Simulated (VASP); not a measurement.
# Be (Immm) in VASP: relaxation of cell and atoms with PBE

Aim: the relaxation of cell and atoms of Be with PBE.

All numbers are computed with VASP 6.6.1; they aren't measurements. Logs are shortened: lines on timing, memory, paths and dates and some standing lists are left out, and cuts for length are marked.

## (1) The cell of the first run

The structure is orthorhombic, space group Immm (No. 71). Conventional cell: a = 2.870 Å, b = 3.576 Å, c = 3.579 Å, α = 90.00°, β = 90.00°, γ = 90.00°. Be (site symmetry mm2) has 2 Be at 1.68 to 1.90 Å within 2.2 Å.

The cell was generated, and may not be a known phase.

## (2) Relaxation of cell and atoms, PBE

File INCAR:

```
PREC     = Accurate       # precision mode
ENCUT    = 600            # plane-wave cutoff, eV
EDIFF    = 1E-6           # SCF threshold, eV
ISMEAR   = 0              # smearing method
SIGMA    = 0.1            # smearing width, eV
LREAL    = F              # projectors in reciprocal space
LASPH    = T              # aspherical terms in the spheres
NELM     = 80             # most SCF steps
ALGO     = Fast           # electronic algorithm
ISIF     = 3              # what is computed and relaxed
LWAVE    = F              # write WAVECAR
LCHARG   = F              # write CHGCAR
GGA      = PE             # functional
IBRION   = 2              # ionic algorithm
NSW      = 90             # ionic steps
EDIFFG   = -0.04          # ionic threshold
```

File KPOINTS:

```
regular mesh
0
Gamma
  8 8 8
```

File POSCAR:

```
Be
1.0
   -1.4350007600      1.7880201100      1.7895414600
    1.4350007600     -1.7880201100      1.7895414600
    1.4350007600      1.7880201100     -1.7895414600
Be
2
Direct
    0.7344035800      0.2344035800      0.5000000000
    0.2655964200      0.7655964200      0.5000000000
```

Potentials or basis: VASP PAW PBE potentials, release 64 (Be).

Command:

```bash
$ cat potpaw_PBE.64/Be/POTCAR > POTCAR
$ mpirun -np 1 vasp_std > vasp.out
```

OUTCAR:

```text
PREC = Accurate
   ENCUT = 600
   EDIFF = 1E-6
   ISMEAR = 0
   LREAL = F
   LASPH = T
   NELM = 80
   ISIF = 3
   GGA = PE
   IBRION = 2
   NSW = 90
   EDIFFG = -0.04

 ion  position               nearest neighbor table
   1  0.734  0.234  0.500-   2 1.68   2 1.90   2 2.30   2 2.30   2 2.30   2 2.30
   2  0.266  0.766  0.500-   1 1.68   1 1.90   1 2.30   1 2.30   1 2.30   1 2.30

  LATTYP: Found a body centered orthorhombic cell.
 ALAT       =     2.8700015200
 B/A-ratio  =     1.2460063854
 C/A-ratio  =     1.2470665590

  Lattice vectors:

 A1 = (  -1.4350007600,   1.7880201100,   1.7895414600)
 A2 = (   1.4350007600,  -1.7880201100,   1.7895414600)
 A3 = (   1.4350007600,   1.7880201100,  -1.7895414600)

Analysis of symmetry for initial positions (statically):
=====================================================================
 Subroutine PRICEL returns:
 Original cell was already a primitive cell.

 Routine SETGRP: Setting up the symmetry group for a
 body centered orthorhombic supercell.

 Subroutine GETGRP returns: Found  8 space group operations
 (whereof  8 operations were pure point group operations)
 out of a pool of  8 trial point group operations.

The static configuration has the point symmetry D_2h.

Analysis of symmetry for dynamics (positions and initial velocities):
=====================================================================
 Subroutine PRICEL returns:
 Original cell was already a primitive cell.

 Routine SETGRP: Setting up the symmetry group for a
 body centered orthorhombic supercell.

 Subroutine GETGRP returns: Found  8 space group operations
 (whereof  8 operations were pure point group operations)
 out of a pool of  8 trial point group operations.

The dynamic configuration has the point symmetry D_2h.

 Subroutine INISYM returns: Found  8 space group operations
 (whereof  8 operations are pure point group operations),
 and found     1 'primitive' translations

----------------------------------------------------------------------------------------

                                     Primitive cell

  volume of cell :      18.3665

  direct lattice vectors                    reciprocal lattice vectors
    -1.435000760  1.788020110  1.789541460     0.000000000  0.279638913  0.279401182
     1.435000760 -1.788020110  1.789541460     0.348431871  0.000000000  0.279401182
     1.435000760  1.788020110 -1.789541460     0.348431871  0.279638913  0.000000000

  length of vectors
     2.908384729  2.908384729  2.908384729     0.395301078  0.446620409  0.446769169

  position of ions in fractional coordinates (direct lattice)
     0.734403580  0.234403580  0.500000000
     0.265596420  0.765596420  0.500000000

  ion indices of the primitive-cell ions
   primitive index   ion index
                 1           1
                 2           2

----------------------------------------------------------------------------------------

 KPOINTS: regular mesh

Automatic generation of k-mesh.
 Grid dimensions read from file:
 generate k-points for:    8    8    8

 Generating k-lattice:

  Cartesian coordinates                     Fractional coordinates (reciprocal lattice)
     0.000000000  0.034954864  0.034925148     0.125000000  0.000000000  0.000000000
     0.043553984  0.000000000  0.034925148     0.000000000  0.125000000  0.000000000
     0.043553984  0.034954864  0.000000000     0.000000000  0.000000000  0.125000000

  Length of vectors
     0.049412635  0.055827551  0.055846146

  Shift w.r.t. Gamma in fractional coordinates (k-lattice)
     0.000000000  0.000000000  0.000000000

 Subroutine IBZKPT returns following result:
 ===========================================

 Found     95 irreducible k-points:

 Following reciprocal coordinates:
            Coordinates               Weight
  0.000000  0.000000  0.000000      1.000000
  0.125000  0.000000  0.000000      4.000000
  0.250000  0.000000  0.000000      4.000000
  0.375000  0.000000  0.000000      4.000000
  0.500000  0.000000  0.000000      2.000000
  0.000000  0.125000 -0.000000      4.000000
[... 16 lines left out ...]
  0.125000  0.375000 -0.000000      8.000000
  0.250000  0.375000  0.000000      8.000000
 [... further k-points ...]
   k-points           NKPTS =     95   k-points in BZ     NKDIM =     95   number of bands    NBANDS=      6
   number of dos      NEDOS =    301   number of ions     NIONS =      2
   total plane-waves  NPLWV =  13824
   dimension x,y,z NGX =    24 NGY =   24 NGZ =   24
   dimension x,y,z NGXF=    48 NGYF=   48 NGZF=   48
   ions per type =               2
   NGX,Y,Z   is equivalent  to a cutoff of  13.72, 13.72, 13.72 a.u.
   NGXF,Y,Z  is equivalent  to a cutoff of  27.44, 27.44, 27.44 a.u.
 SYSTEM =  unknown system
   PREC   = accura    normal or accurate (medium, high low for compatibility)
   ISTART =      0    job   : 0-new  1-cont  2-samecut
   ICHARG =      2    charge: 1-file 2-atom 10-const
   ISPIN  =      1    spin polarized calculation?
   LNONCOLLINEAR =      F non collinear calculations
   LSORBIT =      F    spin-orbit coupling
   LASPH  =      T    aspherical Exc in radial PAW
   ENCUT  =  600.0 eV  44.10 Ry    6.64 a.u.   5.81  5.81  5.81*2*pi/ulx,y,z
   NELM   =     80;   NELMIN=  2; NELMDL= -5     # of ELM steps
   EDIFF  = 0.1E-05   stopping-criterion for ELM
   LREAL  =      F    real-space projection
   EDIFFG = -.4E-01   stopping-criterion for IOM
   NSW    =     90    number of steps for IOM
   IBRION =      2    ionic relax: 0-MD 1-quasi-New 2-CG
   NFREE  =      1    steps in history (QN), initial steepest desc. (CG)
   ISIF   =      3    stress and relaxation
   ISYM   =      2    0-nonsym 1-usesym 2-fastsym
   POTIM  = 0.5000    time-step for ionic-motion
   TEBEG  =    0.0;   TEEND  =   0.0 temperature during run
   PSTRESS=    0.0 pullay stress
   NELECT =       4.0000    total number of electrons
   NUPDOWN=      -1.0000    fix difference up-down
   EMIN   =  10.00;   EMAX   =-10.00  energy-range for DOS
   EFERMI =   0.00;   METHOD = LEGACY
   ISMEAR =     0;   SIGMA  =   0.10  broadening in eV -4-tet -1-fermi 0-gaus
   EFERMI_NEDOS =   21; number of points for ismear=-14 and -15
   IALGO  =     68    algorithm
   IMIX   =      4    mixing-type and parameters
     AMIX     =   0.40;   BMIX     =  1.00
     AMIX_MAG =   1.60;   BMIX_MAG =  1.00
  volume/ion in A,a.u.               =       9.18        61.97
  Fermi-wavevector in a.u.,A,eV,Ry     =   0.984962  1.861308 13.199689  0.970150
  Thomas-Fermi vector in A             =   2.116234
   LORBIT       =      0    0 simple, 1 ext, 2 COOP (PROOUT), +10 PAW based schemes
   GGA     = PE    functional components
   LHFCALC =     F    Hartree Fock is set to
   AEXX    =    0.0000 exact exchange contribution
   IVDW    =     0    specifies the selected vdW correction
   LEPSILON=     F    determine dielectric tensor
   LRPA    =     F    only Hartree local field effects (RPA)
 conjugate gradient relaxation of ions
 non-spin polarized calculation
 RMM-DIIS sequential band-by-band and
 Gauss-broadening in eV      SIGMA  =   0.10
  energy-cutoff  :      600.00
  volume of cell :       18.37
 maximum number of plane-waves:       622
   NGX = 11   NGY = 11   NGZ = 11

--------------------------------------- Ionic step        1  -------------------------------------------

 number of electron       4.0000000 magnetization

 Free energy of the ion-electron system (eV)
  ---------------------------------------------------
  ext. energy  EPLUGINS =         0.00000000
  ---------------------------------------------------
  free energy    TOTEN  =        -4.96158274 eV

  energy without entropy =       -4.95799219  energy(sigma->0) =       -4.95978747

 E-fermi :   5.1188     XC(G=0): -10.0557

 val. band max:        5.1100267703   @ k =  -0.2500   0.3750   0.2500
 cond. band min:       5.1383622906   @ k =   0.5000  -0.3750   0.1250
 fundamental gap:      0.0283355203
 Fermi energy:         5.1188232792

 k-point     1 :       0.0000    0.0000    0.0000
  band No.  band energies     occupation
      1      -4.6265      2.00000
      2       8.3240      0.00000
      3      11.7078      0.00000
      4      15.7051      0.00000
      5      16.0646      0.00000
      6      16.2630      0.00000
[... 199 lines left out ...]
 k-point    24 :       0.2500    0.3750    0.0000
  band No.  band energies     occupation
      1       1.2518      2.00000
      2       2.4585      2.00000
      3       4.1518      2.00000
      4       9.0387      0.00000
      5      13.3183      0.00000
      6      16.5531      0.00000

 [... further k-points ...]

------------------------ aborting loop because EDIFF is reached ----------------------------------------

  FORCE on cell =-STRESS in cart. coord.  units (eV):
  Direction    XX          YY          ZZ          XY          YZ          ZX
  --------------------------------------------------------------------------------------
  -------------------------------------------------------------------------------------
  Total       -2.1099703     -1.0992419      9.7340801      0.0000000      0.0000000      0.0000000
  in kB     -184.0605157    -95.8909385    849.1398312      0.0000000      0.0000000      0.0000000
  external PRESSURE =     189.7294590 kB  Pullay stress =       0.0000000 kB
[... 89 lines left out ...]
  FREE ENERGIE OF THE ION-ELECTRON SYSTEM (eV)
  ---------------------------------------------------
  free  energy   TOTEN  =        -5.6764135799 eV

  energy  without entropy=       -5.6723223529  energy(sigma->0) =       -5.67436797

[... ionic steps 4 to 16 ...]

--------------------------------------- Ionic step       17  -------------------------------------------

 number of electron       4.0000000 magnetization

------------------------ aborting loop because EDIFF is reached ----------------------------------------
[... 67 lines left out ...]
--------------------------------------- Ionic step       19  -------------------------------------------

 number of electron       4.0000000 magnetization

 Free energy of the ion-electron system (eV)
  ---------------------------------------------------
  ext. energy  EPLUGINS =         0.00000000
  ---------------------------------------------------
  free energy    TOTEN  =        -6.51871800 eV

  energy without entropy =       -6.51550736  energy(sigma->0) =       -6.51711268

 E-fermi :   4.7728     XC(G=0):  -9.8837

 val. band max:        4.7665493455   @ k =   0.3750   0.5000   0.0000
 cond. band min:       4.8222790784   @ k =  -0.2500   0.3750   0.1250
 fundamental gap:      0.0557297329
 Fermi energy:         4.7728076078

 k-point     1 :       0.0000    0.0000    0.0000
  band No.  band energies     occupation
      1      -4.7574      2.00000
      2       4.9380      0.01952
      3       8.4425      0.00000
      4      12.7630      0.00000
      5      13.3613      0.00000
      6      13.5967      0.00000
[... 199 lines left out ...]
 k-point    24 :       0.2500    0.3750    0.0000
  band No.  band energies     occupation
      1       1.1354      2.00000
      2       3.2541      2.00000
      3       7.6393      0.00000
      4       8.2911      0.00000
      5      13.1065      0.00000
      6      14.7967      0.00000

 [... further k-points ...]

------------------------ aborting loop because EDIFF is reached ----------------------------------------

  FORCE on cell =-STRESS in cart. coord.  units (eV):
  Direction    XX          YY          ZZ          XY          YZ          ZX
  --------------------------------------------------------------------------------------
  -------------------------------------------------------------------------------------
  Total       -0.0133543      0.0228266      0.0208567      0.0000000      0.0000000      0.0000000
  in kB       -1.1070188      1.8922305      1.7289375      0.0000000      0.0000000      0.0000000
  external PRESSURE =       0.8380498 kB  Pullay stress =       0.0000000 kB
[... 17 lines left out ...]
  FREE ENERGIE OF THE ION-ELECTRON SYSTEM (eV)
  ---------------------------------------------------
  free  energy   TOTEN  =        -6.5187179963 eV

  energy  without entropy=       -6.5155073590  energy(sigma->0) =       -6.51711268

 reached required accuracy - stopping structural energy minimisation
```

Run time: 1.9 min. Hardware: 1 thread of Intel Xeon 8259CL, shared host; peak memory 0.14 GiB.

What came out:

- Free energy: -6.5187 eV
- Relaxed volume: 9.66 Å³/atom
- Relaxed cell: a = 3.238 Å, b = 3.238 Å, c = 3.238 Å, α = 141.39°, β = 109.78°, γ = 83.12°
- Space group after relaxing (to 0.1 Å): P6/mmm (No. 191)
- Energy gained by relaxing: 778.6 meV/atom
- Ionic steps: 19
- Pressure after relaxing: 0.1 GPa
- Largest force after relaxing: 0.015 eV/Å
- Band gap on the k mesh: zero (bands 2 and 3 overlap by 5.91 eV)

Forces on the atoms (eV/Å):
```
Be   0.000  0.000 -0.015
Be   0.000  0.000  0.015
```

Step by step:
```csv
step,energy change (eV),largest force (eV/Å),pressure (GPa),volume (Å³)
1,0.0000,3.0796,18.97,18.37
2,-0.6700,1.4688,-2.73,20.95
3,-0.7148,1.0697,0.15,19.90
4,-0.8814,0.1157,-2.89,20.06
5,-1.1019,0.6636,-5.12,20.16
6,-1.3442,1.0554,2.01,19.76
7,-1.3625,1.1476,-2.84,20.00
8,-1.4439,0.5866,1.84,19.76
9,-1.4471,0.6586,0.99,19.80
10,-1.4760,0.5409,0.16,19.92
11,-1.5039,0.3755,-1.05,20.15
12,-1.5055,0.3337,-1.27,20.21
13,-1.5316,0.2146,-1.21,20.09
14,-1.5509,0.0118,-0.83,19.84
15,-1.5554,0.0705,-0.79,19.59
16,-1.5554,0.0721,-0.79,19.59
17,-1.5565,0.0497,0.00,19.41
18,-1.5566,0.0406,0.32,19.34
19,-1.5571,0.0151,0.08,19.33
```

Final structure:
```
CELL_PARAMETERS angstrom
-1.07066 1.86251 2.42306
1.07066 -1.86251 2.42306
1.07066 1.86251 -2.42306
ATOMIC_POSITIONS crystal
Be 0.75061 0.25061 0.50000
Be 0.24939 0.74939 0.50000
```

Levels at points of the mesh, in eV from the Fermi level:
```tsv
k point	band 1	band 2	band 3	band 4	band 5	band 6
(0.00, 0.00, 0.00)	-9.53	0.17	3.67	7.99	8.59	8.82
(0.50, 0.00, 0.00)	-6.22	-6.21	3.85	3.92	12.91	12.93
(0.00, 0.50, 0.00)	-2.26	-2.24	5.99	6.00	6.21	6.26
(0.50, 0.50, 0.00)	-3.12	0.20	1.93	3.74	8.05	8.66
(0.50, 0.50, 0.50)	-5.01	-3.67	-3.16	1.85	14.11	15.58
```

The gap in the log of VASP goes by the Fermi energy; the results here count the filled bands.